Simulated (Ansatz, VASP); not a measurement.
# One calculation of AlCo, two programs

```xyz
2
Lattice="2.7299 0.0000 0.0000 -1.3649 2.3641 0.0000 0.0000 0.0000 3.8172" Properties=species:S:1:pos:R:3 pbc="T T T"
Al    1.3649    0.7880    0.0000
Co    0.0000    0.0000    1.9086
```

Alike in both runs: functional PBE; k mesh 6 × 6 × 4; occupations gaussian, width 0.1 eV; collinear spin.

Ansatz relaxed the structure, and its values are those at the end. VASP's run is a single point on that final structure, the one shown.

|  | VASP | Ansatz |
| --- | --- | --- |
| version | VASP 6.6.1 | Ansatz 0.2.0 |
| potentials or method | VASP PAW PBE potentials, release 64 (Al, Co), cutoff 520 eV | scalar-relativistic, plane waves, PAW |
| valence electrons in the cell | 12 | 20 |

```tsv
	VASP	Ansatz	Ansatz less VASP
gap on the k mesh at the Fermi level (eV)	none	none	-
pressure (GPa)	-1.5	0.2	+1.67
net moment per atom (μB)	0.00	0.39	+0.391
size of the moment on the site where the two differ most (μB)	0.00	0.84	+0.838
```

The net moments are unlike, so the other rows may belong to different states. Site moments also hang on the region over which each program counts them. A gap of «none» marks a metal or a gap that the smearing closes. VASP's potentials hold 12 valence electrons a cell and Ansatz's 20, so a difference there can come from the potentials and not from the codes.

The k mesh is coarse, so the values compare programs but aren't converged.
